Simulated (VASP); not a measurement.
# Sb (C2/c) in VASP: single point with BLYP

Aim: the single point of Sb with BLYP.

Everything below comes from runs of VASP 6.6.1. Logs are shortened: lines on timing, memory, paths and dates and some standing lists are left out, and cuts for length are marked.

## 1. The cell of the first run

The typed cell holds 2 atoms: a = 4.817 Å, b = 4.817 Å, c = 4.836 Å, α = 97.14°, β = 97.14°, γ = 138.61°.

## 2. Single point, BLYP (volume scaled by 1.08)

INCAR reads:

```
SYSTEM = Sb
  PREC = Accurate
  ENCUT = 520
  EDIFF = 1E-6
  ISMEAR = -1
  SIGMA = 0.1
  LREAL = .FALSE.
  LASPH = .TRUE.
  NELM = 80
  ALGO = Normal
  ISIF = 2
  LWAVE = .FALSE.
  LCHARG = .FALSE.
  GGA = B5
  ALDAX = 1.0
  AGGAX = 1.0
  AGGAC = 1.0
  ALDAC = 0.0
  NBANDS = 12
```

KPOINTS reads:

```
Automatic mesh
0
G
  12 12 8
  0 0 0
```

POSCAR reads:

```
Sb
1.0
   -3.1859959297      3.1863201823      1.7020398221
    3.1863201823     -3.1859959297      1.7020398221
    3.2005985601      3.2005985601     -1.7014459528
Sb
2
Direct
    0.9999764908      0.0000235092      0.0000000000
    0.7500235092      0.2499764908      0.5000000000
```

Potentials or basis: VASP PAW PBE potentials, release 64 (Sb).

Run with:

```console
$ cat potpaw_PBE.64/Sb/POTCAR > POTCAR
$ mpirun -np 1 vasp_std > vasp.out
```

OUTCAR:

```text
SYSTEM = Sb
   PREC = Accurate
   ENCUT = 520
   EDIFF = 1E-6
   ISMEAR = -1
   LREAL = .FALSE.
   LASPH = .TRUE.
   NELM = 80
   ISIF = 2
   GGA = B5

 ion  position               nearest neighbor table
   1  1.000  0.000  0.000-   2 3.30   2 3.30   2 3.31   2 3.31
   2  0.750  0.250  0.500-   1 3.30   1 3.30   1 3.31   1 3.31

  LATTYP: Found a base centered monoclinic cell.
 ALAT       =     3.4040796751
 B/A-ratio  =     2.6473575032
 C/A-ratio  =     1.4205172229
 COS(beta)  =    -0.3517355540

  Lattice vectors:

 A1 = (  -3.1859959297,   3.1863201823,   1.7020398221)
 A2 = (   3.1863201823,  -3.1859959297,   1.7020398221)
 A3 = (   3.2005985601,   3.2005985601,  -1.7014459528)

Analysis of symmetry for initial positions (statically):
=====================================================================
 Subroutine PRICEL returns:
 Original cell was already a primitive cell.

 Routine SETGRP: Setting up the symmetry group for a
 base centered monoclinic supercell.

 Subroutine GETGRP returns: Found  4 space group operations
 (whereof  2 operations were pure point group operations)
 out of a pool of  4 trial point group operations.

The static configuration has the point symmetry C_2 .
 The point group associated with its full space group is C_2h.

Analysis of symmetry for dynamics (positions and initial velocities):
=====================================================================
 Subroutine PRICEL returns:
 Original cell was already a primitive cell.

 Routine SETGRP: Setting up the symmetry group for a
 base centered monoclinic supercell.

 Subroutine GETGRP returns: Found  4 space group operations
 (whereof  2 operations were pure point group operations)
 out of a pool of  4 trial point group operations.

The dynamic configuration has the point symmetry C_2 .
 The point group associated with its full space group is C_2h.

 Subroutine INISYM returns: Found  4 space group operations
 (whereof  2 operations are pure point group operations),
 and found     1 'primitive' translations

----------------------------------------------------------------------------------------

                                     Primitive cell

  volume of cell :      69.4305

  direct lattice vectors                    reciprocal lattice vectors
    -3.185995930  3.186320182  1.702039822    -0.000385224  0.156543588  0.293750285
     3.186320182 -3.185995930  1.702039822     0.156543588 -0.000385224  0.293750285
     3.200598560  3.200598560 -1.701445953     0.156212869  0.156212869 -0.000029760

  length of vectors
     4.816652979  4.816652979  4.835553807     0.332859239  0.332859239  0.220918360

  position of ions in fractional coordinates (direct lattice)
     0.999976491  0.000023509  0.000000000
     0.750023509  0.249976491  0.500000000

  ion indices of the primitive-cell ions
   primitive index   ion index
                 1           1
                 2           2

----------------------------------------------------------------------------------------

 KPOINTS: Automatic mesh

Automatic generation of k-mesh.
 Grid dimensions read from file:
 generate k-points for:   12   12    8

 Generating k-lattice:

  Cartesian coordinates                     Fractional coordinates (reciprocal lattice)
    -0.000032102  0.013045299  0.024479190     0.083333333 -0.000000000  0.000000000
     0.013045299 -0.000032102  0.024479190    -0.000000000  0.083333333  0.000000000
     0.019526609  0.019526609 -0.000003720     0.000000000  0.000000000  0.125000000

  Length of vectors
     0.027738270  0.027738270  0.027614795

  Shift w.r.t. Gamma in fractional coordinates (k-lattice)
     0.000000000  0.000000000  0.000000000

 Subroutine IBZKPT returns following result:
 ===========================================

 Found    320 irreducible k-points:

 Following reciprocal coordinates:
            Coordinates               Weight
  0.000000  0.000000  0.000000      1.000000
  0.083333 -0.000000 -0.000000      4.000000
  0.166667  0.000000 -0.000000      4.000000
  0.250000  0.000000 -0.000000      4.000000
  0.333333  0.000000  0.000000      4.000000
  0.416667 -0.000000 -0.000000      4.000000
[... 16 lines left out ...]
  0.500000  0.166667 -0.000000      4.000000
 -0.416667  0.166667  0.000000      4.000000
 [... further k-points ...]
   k-points           NKPTS =    320   k-points in BZ     NKDIM =    320   number of bands    NBANDS=     12
   number of dos      NEDOS =    301   number of ions     NIONS =      2
   total plane-waves  NPLWV =  46656
   dimension x,y,z NGX =    36 NGY =   36 NGZ =   36
   dimension x,y,z NGXF=    72 NGYF=   72 NGZF=   72
   ions per type =               2
   NGX,Y,Z   is equivalent  to a cutoff of  12.43, 12.43, 12.38 a.u.
   NGXF,Y,Z  is equivalent  to a cutoff of  24.85, 24.85, 24.75 a.u.
 SYSTEM =  Sb
   PREC   = accura    normal or accurate (medium, high low for compatibility)
   ISTART =      0    job   : 0-new  1-cont  2-samecut
   ICHARG =      2    charge: 1-file 2-atom 10-const
   ISPIN  =      1    spin polarized calculation?
   LNONCOLLINEAR =      F non collinear calculations
   LSORBIT =      F    spin-orbit coupling
   LASPH  =      T    aspherical Exc in radial PAW
   ENCUT  =  520.0 eV  38.22 Ry    6.18 a.u.   8.96  8.96  8.99*2*pi/ulx,y,z
   NELM   =     80;   NELMIN=  2; NELMDL= -5     # of ELM steps
   EDIFF  = 0.1E-05   stopping-criterion for ELM
   LREAL  =      F    real-space projection
   EDIFFG = 0.1E-04   stopping-criterion for IOM
   NSW    =      0    number of steps for IOM
   IBRION =     -1    ionic relax: 0-MD 1-quasi-New 2-CG
   NFREE  =      0    steps in history (QN), initial steepest desc. (CG)
   ISIF   =      2    stress and relaxation
   ISYM   =      2    0-nonsym 1-usesym 2-fastsym
   POTIM  = 0.5000    time-step for ionic-motion
   TEBEG  =    0.0;   TEEND  =   0.0 temperature during run
   PSTRESS=    0.0 pullay stress
   NELECT =      10.0000    total number of electrons
   NUPDOWN=      -1.0000    fix difference up-down
   EMIN   =  10.00;   EMAX   =-10.00  energy-range for DOS
   EFERMI =   0.00;   METHOD = LEGACY
   ISMEAR =    -1;   SIGMA  =   0.10  broadening in eV -4-tet -1-fermi 0-gaus
   EFERMI_NEDOS =   21; number of points for ismear=-14 and -15
   IALGO  =     38    algorithm
   IMIX   =      4    mixing-type and parameters
     AMIX     =   0.40;   BMIX     =  1.00
     AMIX_MAG =   1.60;   BMIX_MAG =  1.00
  volume/ion in A,a.u.               =      34.72       234.27
  Fermi-wavevector in a.u.,A,eV,Ry     =   0.858140  1.621649 10.019386  0.736404
  Thomas-Fermi vector in A             =   1.975299
   LORBIT       =      0    0 simple, 1 ext, 2 COOP (PROOUT), +10 PAW based schemes
   GGA     = B5    functional components
   LHFCALC =     F    Hartree Fock is set to
   AEXX    =    0.0000 exact exchange contribution
   IVDW    =     0    specifies the selected vdW correction
   LEPSILON=     F    determine dielectric tensor
   LRPA    =     F    only Hartree local field effects (RPA)
 non-spin polarized calculation
  energy-cutoff  :      520.00
  volume of cell :       69.43
 maximum number of plane-waves:      1910
   NGX = 17   NGY = 17   NGZ = 17

 number of electron      10.0000001 magnetization

 Free energy of the ion-electron system (eV)
  ---------------------------------------------------
  ext. energy  EPLUGINS =         0.00000000
  ---------------------------------------------------
  free energy    TOTEN  =        -6.44377586 eV

  energy without entropy =       -6.40004559  energy(sigma->0) =       -6.42191073

 E-fermi :   5.8812     XC(G=0):  -8.3983

 val. band max:        5.8709360663   @ k =   0.3333   0.0000   0.0000
 cond. band min:       5.8834750649   @ k =   0.3333   0.3333   0.1250
 fundamental gap:      0.0125389986
 Fermi energy:         5.8811562237

 k-point     1 :       0.0000    0.0000    0.0000
  band No.  band energies     occupation
      1      -5.3972      2.00000
      2      -1.3944      2.00000
      3       3.1663      2.00000
      4       3.2100      2.00000
      5       8.7952      0.00000
      6       8.8168      0.00000
      7       9.0423      0.00000
      8       9.2752      0.00000
      9       9.3381      0.00000
     10      13.4081      0.00000
     11      13.9175      0.00000
     12      14.3938      0.00000

 k-point     2 :       0.0833   -0.0000   -0.0000
  band No.  band energies     occupation
      1      -5.2959      2.00000
      2      -1.3949      2.00000
      3       3.2103      2.00000
      4       3.3739      2.00000
      5       8.3263      0.00000
      6       8.6066      0.00000
      7       8.8025      0.00000
      8       8.8223      0.00000
      9       9.2170      0.00000
     10      13.5023      0.00000
     11      14.0329      0.00000
     12      14.6291      0.00000

 k-point     3 :       0.1667    0.0000   -0.0000
  band No.  band energies     occupation
      1      -4.9963      2.00000
      2      -1.3835      2.00000
      3       3.2918      2.00000
      4       3.8761      2.00000
      5       6.8493      0.00012
      6       7.2454      0.00000
      7       8.2363      0.00000
      8       8.7911      0.00000
      9       9.7315      0.00000
     10      13.0135      0.00000
     11      13.4188      0.00000
     12      13.9934      0.00000
[... 286 lines left out ...]
 k-point    23 :       0.5000    0.1667   -0.0000
  band No.  band energies     occupation
      1      -3.4480      2.00000
      2      -1.9484      2.00000
      3       3.0094      2.00000
      4       3.9112      2.00000
      5       4.5243      2.00000
      6       5.9754      0.56098
      7       7.2005      0.00000
      8       8.4134      0.00000
      9      11.8646      0.00000
     10      12.6773      0.00000
     11      13.7622      0.00000
     12      14.1987      0.00000

 k-point    24 :      -0.4167    0.1667    0.0000
  band No.  band energies     occupation
      1      -4.1052      2.00000
      2      -2.0621      2.00000
      3       3.3603      2.00000
      4       4.6551      1.99999
      5       5.2474      1.99647
      6       6.3266      0.02299
      7       6.6539      0.00088
      8       8.5587      0.00000
      9      11.6395      0.00000
     10      12.9526      0.00000
     11      13.2555      0.00000
     12      15.5998      0.00000

 [... further k-points ...]

------------------------ aborting loop because EDIFF is reached ----------------------------------------

  FORCE on cell =-STRESS in cart. coord.  units (eV):
  Direction    XX          YY          ZZ          XY          YZ          ZX
  --------------------------------------------------------------------------------------
  -------------------------------------------------------------------------------------
  Total       -1.1567270     -1.1567270     -1.1270135      0.0084027     -0.0106457     -0.0106457
  in kB      -26.6926210    -26.6926210    -26.0069526      0.1939009     -0.2456601     -0.2456599
  external PRESSURE =     -26.4640649 kB  Pullay stress =       0.0000000 kB

 VOLUME and BASIS-vectors are now :
 -----------------------------------------------------------------------------
  energy-cutoff  :      520.00
  volume of cell :       69.43
      direct lattice vectors                 reciprocal lattice vectors
    -3.185995930  3.186320182  1.702039822    -0.000385224  0.156543588  0.293750285
     3.186320182 -3.185995930  1.702039822     0.156543588 -0.000385224  0.293750285
     3.200598560  3.200598560 -1.701445953     0.156212869  0.156212869 -0.000029760

 POSITION                                       TOTAL-FORCE (eV/Angst)
 -----------------------------------------------------------------------------------
     -3.18585      3.18617      1.70204         0.001064     -0.001064     -0.000000
      0.00723      3.19369      0.85132        -0.001064      0.001064      0.000000
 -----------------------------------------------------------------------------------
    total drift:                               -0.000000      0.000000      0.000000

  FREE ENERGIE OF THE ION-ELECTRON SYSTEM (eV)
  ---------------------------------------------------
  free  energy   TOTEN  =        -6.4437758593 eV

  energy  without entropy=       -6.4000455919  energy(sigma->0) =       -6.42191073
```

Wall time 2.8 min (1 thread of Intel Xeon Platinum 8375C at 2.90GHz (Ice Lake), shared host); peak memory 0.37 GiB.

What came out:

| Quantity | Value |
| --- | --- |
| Free energy | -6.4438 eV |
| Pressure | -2.6 GPa |
| Band gap on the k mesh | zero (band 5 reaches 8.80 eV, above the bottom of band 6 at 4.15 eV) |

Caveat: the PAW data sets were made with another functional, which shifts forces and pressure a little; spin-orbit coupling is left out, which moves the levels of the heavy elements.
